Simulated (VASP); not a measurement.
Wanted: the native input for a VASP 6.6.1 run.

| Property | Result |
| --- | --- |
| Task | single point |
| Functional | LDA |
| Potentials or basis | VASP PAW LDA potentials, release 64 (Zr_sv, Sc_sv) |
| Cutoff | 520 eV |
| k mesh | 18 × 18 × 10 |
| Occupations | gaussian, width 0.15 eV |
| Spin | no spin polarisation |
| Dipole correction | no |
| Further INCAR settings | ALGO = Fast; EDIFF = 1e-06; NBANDS = 18 |

The structure of ZrSc lies in POSCAR:

```
ZrSc
1.0
    3.2828456728      0.0000000000      0.0000000000
   -1.6414228364      2.8430277493      0.0000000000
    0.0000000000      0.0000000000      5.1550053600
Zr Sc
1 1
Direct
    0.6666666667      0.3333333333      0.0000000000
    0.0000000000      0.0000000000      0.5000000000
```

One way to write it, as run:

INCAR

```
SYSTEM = ZrSc
PREC = Accurate
ENCUT = 520
EDIFF = 1E-6
ISMEAR = 0
SIGMA = 0.15
LREAL = .FALSE.
LASPH = .TRUE.
NELM = 100
ALGO = Fast
ISIF = 2
LWAVE = .FALSE.
LCHARG = .FALSE.
GGA = CA
NBANDS = 18
```

KPOINTS

```
Automatic mesh
0
G
  18 18 10
  0 0 0
```

Potentials or basis: VASP PAW LDA potentials, release 64 (Zr_sv, Sc_sv).

Run with:

```bash
$ cat potpaw_LDA.64/Zr_sv/POTCAR potpaw_LDA.64/Sc_sv/POTCAR > POTCAR
$ mpirun -np 1 vasp_std > vasp.out
```

It gave:

```
Pressure : -6.3 GPa
```

It took 8.8 min on 1 thread of Oxide Virtual Turin-like Processor, on a shared host, peak memory 0.27 GiB.
